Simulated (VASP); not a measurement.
# Cl in VASP: notebook, part 2 of 2

VASP 6.6.1.

### Step 4. Relaxation of cell and atoms, PBEsol, target pressure 20 GPa, at which the enthalpy is minimised

Input file INCAR:

```
SYSTEM = Cl
  ALGO = Normal
  EDIFF = 1E-6
  EDIFFG = -0.01
  ENCUT = 600
  GGA = PS
  IBRION = 2
  ISIF = 3
  ISMEAR = -1
  LASPH = .TRUE.
  LCHARG = .FALSE.
  LREAL = .FALSE.
  LWAVE = .FALSE.
  NELM = 100
  NSW = 80
  PREC = Accurate
  PSTRESS = 200.0
  SIGMA = 0.05
```

Input file KPOINTS:

```
k-points
0
G
  7 7 4
  0 0 0
```

Input file POSCAR:

```
Cl
1.0
    3.1450000000     -2.2500000000      0.0000000000
    3.1450000000      2.2500000000      0.0000000000
    0.0000000000      0.0000000000      8.2100000000
Cl
4
Direct
    0.3700000000      0.6300000000      0.4000000000
    0.1300000000      0.8700000000      0.9000000000
    0.6300000000      0.3700000000      0.6000000000
    0.8700000000      0.1300000000      0.1000000000
```

Command:

```
cat potpaw_PBE.64/Cl/POTCAR > POTCAR
mpirun -np 1 vasp_std > vasp.out
```

It took 20 min on 1 thread of Oxide Virtual Turin-like, shared host; peak memory 0.28 GiB.

The run converged. Its results:

* Free energy: -6.6782 eV
* Relaxed volume: 16.10 Å³/atom
* Relaxed cell: a = 3.093 Å, b = 3.093 Å, c = 7.351 Å, α = 90.00°, β = 90.00°, γ = 66.24°
* Space group after relaxing (to 0.05 Å): Cmce (No. 64)
* Energy change on relaxing (the enthalpy is what falls): +322.4 meV/atom
* Ionic steps: 27
* Pressure after relaxing: 20.0 GPa
* Band gap on the k mesh: 1.69 eV, indirect (least direct gap 2.15 eV)

Forces in eV/Å, atoms in the order of the input:
```
Cl   0.000 -0.002  0.002
Cl   0.000  0.002  0.002
Cl   0.000  0.002 -0.002
Cl   0.000 -0.002 -0.002
```

Step by step:
```
step  energy change (eV)  largest force (eV/Å)  pressure (GPa)  volume (Å³)
   1              0.0000                0.3075           -1.12       116.19
   2              6.6546               17.9602           68.42        62.96
   3              1.1523                5.8151           16.59        84.73
   4              1.6141                1.2200           26.36        63.21
   5              1.6663                1.1513           26.96        62.80
   6              0.9864                0.1576           14.93        67.78
   7              1.1978                0.3189           19.09        65.81
   8              1.2382                0.2292           19.46        65.35
   9              1.3834                0.1830           20.84        63.96
  10              1.4293                0.2313           21.30        63.59
  11              1.3810                0.1690           20.80        63.84
  12              1.3020                0.1134           19.92        64.37
  13              1.3052                0.1093           19.95        64.34
  14              1.3051                0.0762           20.12        64.32
  15              1.3099                0.1410           20.62        64.25
  16              1.2968                0.1147           20.36        64.35
  17              1.2626                0.0439           19.60        64.61
  18              1.2645                0.0474           19.64        64.59
  19              1.2707                0.0330           19.73        64.54
  20              1.2900                0.0113           19.99        64.38
  21              1.2922                0.0157           20.02        64.36
  22              1.2917                0.0145           20.06        64.36
  23              1.2909                0.0225           20.12        64.37
  24              1.2854                0.0137           20.02        64.41
  25              1.2804                0.0062           19.92        64.45
  26              1.2826                0.0040           19.93        64.44
  27              1.2894                0.0030           20.00        64.38
```

Final structure:
```cif
data_structure
_symmetry_space_group_name_H-M 'P 1'
_symmetry_Int_Tables_number 1
_cell_length_a 3.0933
_cell_length_b 3.0933
_cell_length_c 7.3515
_cell_angle_alpha 90.000
_cell_angle_beta 90.000
_cell_angle_gamma 66.245
_cell_volume 64.38
loop_
_atom_site_label
_atom_site_type_symbol
_atom_site_fract_x
_atom_site_fract_y
_atom_site_fract_z
_atom_site_occupancy
Cl1 Cl 0.34168 0.65832 0.38300 1
Cl2 Cl 0.15832 0.84168 0.88300 1
Cl3 Cl 0.65832 0.34168 0.61700 1
Cl4 Cl 0.84168 0.15832 0.11700 1
```

Levels at points of the mesh, in eV from the valence-band top:
```
           k point  band 12  band 13  band 14  band 15  band 16  band 17
(0.00, 0.00, 0.00)    -1.28    -0.06     0.00     2.15     3.32     6.46
(0.00, 0.00, 0.50)    -1.51    -0.02    -0.02     2.49     2.49     7.89
```

Caveat: the cell is relaxed towards a set pressure, so the enthalpy falls and the energy may rise; the volume moved by over 15 % at a fixed basis, so the end points are rough; the PAW data sets were made with another functional, which shifts forces and pressure a little. A k mesh can miss the band edges.

### Step 5. Relaxation of cell and atoms, PBEsol, target pressure 30 GPa, at which the enthalpy is minimised

Input file INCAR:

```
PREC = Accurate
ENCUT = 600
EDIFF = 1E-6
ISMEAR = -1
SIGMA = 0.05
LREAL = False
LASPH = True
NELM = 100
ALGO = Normal
ISIF = 3
LWAVE = False
LCHARG = False
GGA = PS
IBRION = 2
NSW = 80
EDIFFG = -0.01
PSTRESS = 300.0
```

Input file KPOINTS:

```
regular mesh
0
Gamma
  7 7 4
```

POSCAR is that of step 4.

Command:

```
cat potpaw_PBE.64/Cl/POTCAR > POTCAR
mpirun -np 1 vasp_std > vasp.out
```

Run time: 21 min. Hardware: 1 thread of Oxide Virtual Turin-like, shared host; peak memory 0.28 GiB.

It converged, with:

```yaml
Free_energy: -5.9051 eV
Relaxed_volume: 14.84 Å³/atom
Relaxed_cell: a = 2.992 Å, b = 2.992 Å, c = 7.230 Å, α = 90.00°, β = 90.00°, γ = 66.52°
Space_group_after_relaxing_to_0.05_Å: Cmce (No. 64)
Energy_change_on_relaxing_the_enthalpy_is_what_falls: +515.6 meV/atom
Ionic_steps: 22
Pressure_after_relaxing: 30.0 GPa
Largest_force_after_relaxing: 0.003 eV/Å
Band_gap_on_the_k_mesh: 1.55 eV, indirect (least direct gap 2.15 eV)
```

Forces in eV/Å, atoms in the order of the input:
```
Cl   0.000  0.000 -0.003
Cl   0.000  0.000 -0.003
Cl   0.000  0.000  0.003
Cl   0.000  0.000  0.003
```

Stress tensor (GPa, compression positive):
```
29.97  0.00  0.00
 0.00 30.04  0.00
 0.00  0.00 30.08
```

The path:
```
step  energy change (eV)  largest force (eV/Å)  pressure (GPa)  volume (Å³)
   1              0.0000                0.3075           -1.12       116.19
   2             21.3225               42.2930          222.54        44.79
   3              1.5738                6.8766           21.24        80.36
   4              1.9626                7.8640           25.13        77.82
   5              5.5966                1.4979           71.66        48.68
   6              2.4119                1.6556           37.24        58.91
   7              2.6062                1.3638           39.41        57.81
   8              1.3890                0.3405           19.35        64.33
   9              1.8988                0.4546           28.47        60.92
  10              1.9902                0.2946           29.26        60.24
  11              2.2373                0.2907           31.53        58.75
  12              2.1687                0.1591           30.97        58.96
  13              2.0915                0.1381           30.29        59.28
  14              2.0966                0.1142           30.32        59.25
  15              2.0493                0.1091           29.56        59.49
  16              1.9957                0.1404           28.66        59.76
  17              2.0029                0.1263           28.81        59.72
  18              2.0261                0.0882           29.30        59.57
  19              2.0807                0.0659           30.31        59.27
  20              2.0643                0.0613           30.03        59.36
  21              2.0636                0.0399           30.03        59.36
  22              2.0625                0.0035           30.03        59.36
```

Final structure:
```cif
data_structure
_symmetry_space_group_name_H-M 'P 1'
_symmetry_Int_Tables_number 1
_cell_length_a 2.9921
_cell_length_b 2.9921
_cell_length_c 7.2295
_cell_angle_alpha 90.000
_cell_angle_beta 90.000
_cell_angle_gamma 66.516
_cell_volume 59.36
loop_
_atom_site_label
_atom_site_type_symbol
_atom_site_fract_x
_atom_site_fract_y
_atom_site_fract_z
_atom_site_occupancy
Cl1 Cl 0.33564 0.66436 0.38189 1
Cl2 Cl 0.16436 0.83564 0.88189 1
Cl3 Cl 0.66436 0.33564 0.61811 1
Cl4 Cl 0.83564 0.16436 0.11811 1
```

Levels at points of the mesh, in eV from the valence-band top:
```
           k point  band 11  band 12  band 13  band 14  band 15  band 16  band 17  band 18
(0.00, 0.00, 0.00)    -1.43    -1.25    -0.01     0.00     2.22     3.43     6.07     7.56
(0.00, 0.00, 0.50)    -1.34    -1.34     0.00     0.00     2.53     2.53     7.63     7.63
```

Caveat: the cell is relaxed towards a set pressure, so the enthalpy falls and the energy may rise; the volume moved by over 15 % at a fixed basis, so the end points are rough; the PAW data sets were made with another functional, which shifts forces and pressure a little. A k mesh can miss the band edges.

### Step 6. Summary

| task | level | cell | cutoff (eV) | gap on the mesh (eV) | pressure (GPa) | largest force (eV/Å) |
| --- | --- | --- | --- | --- | --- | --- |
| single point | PBE | as given | 520 | 2.67 | 1.1 | 0.51 |
| relaxation of cell and atoms | PBEsol | relaxed to 10 GPa | 600 | 1.88 | 10.0 | 0.01 |
| relaxation of cell and atoms | PBEsol | relaxed to 20 GPa | 600 | 1.69 | 20.0 | - |
| relaxation of cell and atoms | PBEsol | relaxed to 30 GPa | 600 | 1.55 | 30.0 | - |

Alike in all rows: potentials or basis VASP PAW PBE potentials, release 64 (Cl); no spin polarisation; k mesh 7 × 7 × 4; smearing fermi-dirac 0.05 eV.

Caveats: the cell is relaxed towards a set pressure, so the enthalpy falls and the energy may rise (some runs); the volume moved by over 15 % at a fixed basis, so the end points are rough (some runs); the PAW data sets were made with another functional, which shifts forces and pressure a little (some runs).

Total energies depend on the potentials used, so only differences within one code and one set of settings carry meaning.
